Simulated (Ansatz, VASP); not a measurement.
**TaSi2: VASP beside Ansatz**

The input INCAR:

```
SYSTEM = TaSi2
PREC = Accurate
ENCUT = 600
EDIFF = 1E-6
ISMEAR = 0
SIGMA = 0.1
LREAL = .FALSE.
LASPH = .TRUE.
NELM = 80
ALGO = Normal
ISIF = 3
LWAVE = .FALSE.
LCHARG = .FALSE.
GGA = PS
IBRION = 2
NSW = 80
EDIFFG = -0.05
```

The input KPOINTS:

```
regular mesh
0
G
  8 8 8
  0 0 0
```

POSCAR

```
TaSi2
1.0
   -1.6235379303      1.6235379303      3.9622607176
    1.6235379303     -1.6235379303      3.9622607176
    1.6235379303      1.6235379303     -3.9622607176
Si Ta
2 1
Direct
    0.3344989451      0.3344989451      0.0000000000
    0.6655010549      0.6655010549      0.0000000000
    0.0000000000      0.0000000000      0.0000000000
```

Input for Ansatz:

```yaml
crystal:
  lattice:
    - [-1.6235379303, 1.6235379303, 3.9622607176]
    - [1.6235379303, -1.6235379303, 3.9622607176]
    - [1.6235379303, 1.6235379303, -3.9622607176]
  atoms:
    - { symbol: Si, position: [0.3344989451, 0.3344989451, 0.0] }
    - { symbol: Si, position: [0.6655010549, 0.6655010549, 0.0] }
    - { symbol: Ta, position: [0.0, 0.0, 0.0] }
basis:
  ecutwfc: 420
kpoints:
  mp_grid: { grid: [8, 8, 8] }
hamiltonian:
  xc: pbesol
scf:
  occupations: { method: gaussian, width: 0.1 }
output:
  forces: true
  stress: true
  eigenvalues: true
relax:
  adjacent_minimum: "off"
  f_tol: 0.05
  max_steps: 60
  cell: { stress_tol: 0.5 }
```

Alike in both runs: task relaxation of cell and atoms; functional PBEsol; k mesh 8 × 8 × 8; occupations gaussian, width 0.1 eV; no spin polarisation.

|  | VASP | Ansatz |
| --- | --- | --- |
| version | VASP 6.6.1 | Ansatz 0.2.0 |
| potentials or method | VASP PAW PBE potentials, release 64 (Si, Ta_pv), cutoff 600 eV | scalar-relativistic, plane waves, PAW |
| valence electrons in the cell | 19 | 21 |

|  | VASP | Ansatz | Ansatz less VASP |
| --- | --- | --- | --- |
| gap on the k mesh at the Fermi level, each at its own relaxed structure (eV) | none | none | - |
| relaxed volume (Å³/atom) | 14.42 | 14.41 | -0.009 |
| relaxed cell length with the largest relative difference (Å) | 4.686 | 4.685 | -0.0009 |

VASP's potentials were made for PBE, not for PBEsol. A gap of «none» marks a metal or a gap that the smearing closes. VASP's potentials hold 19 valence electrons a cell and Ansatz's 21, so a difference there can come from the potentials and not from the codes.

Neither program's run includes spin-orbit coupling.
